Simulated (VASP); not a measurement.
The system is Pd.

```
Pd
1.0
     0.00000    1.93344    1.93344
     1.93344    0.00000    1.93344
     1.93344    1.93344    0.00000
Pd
1
Cartesian
  0.0000 0.0000 0.0000
```

Base run:

| Item | Value |
| --- | --- |
| Program | VASP 6.6.1 |
| Functional | PBE |
| Dispersion | D4 |
| Potentials or basis | VASP PAW PBE potentials, release 64 (Pd) |
| Cutoff | 520 eV |
| k mesh | 12 × 12 × 12 |
| Occupations | fermi-dirac, width 0.05 eV |
| Spin | no spin polarisation |

Its results: band gap on the k mesh zero (band 5 reaches 10.42 eV, above the bottom of band 6 at 8.78 eV); pressure 5.7 GPa.

Question: The run is repeated on the same cell with these changes: functional from PBE to BLYP. What comes out?

Answer: Band gap on the k mesh zero (band 5 reaches 10.95 eV, above the bottom of band 6 at 9.29 eV); pressure 12.8 GPa.

BLYP binds less tightly than PBE, so the same cell stands under more pressure.

Caveats: pairwise dispersion overbinds metals, which lowers pressure and volume; the PAW data sets were made with another functional, which shifts forces and pressure a little (some runs).
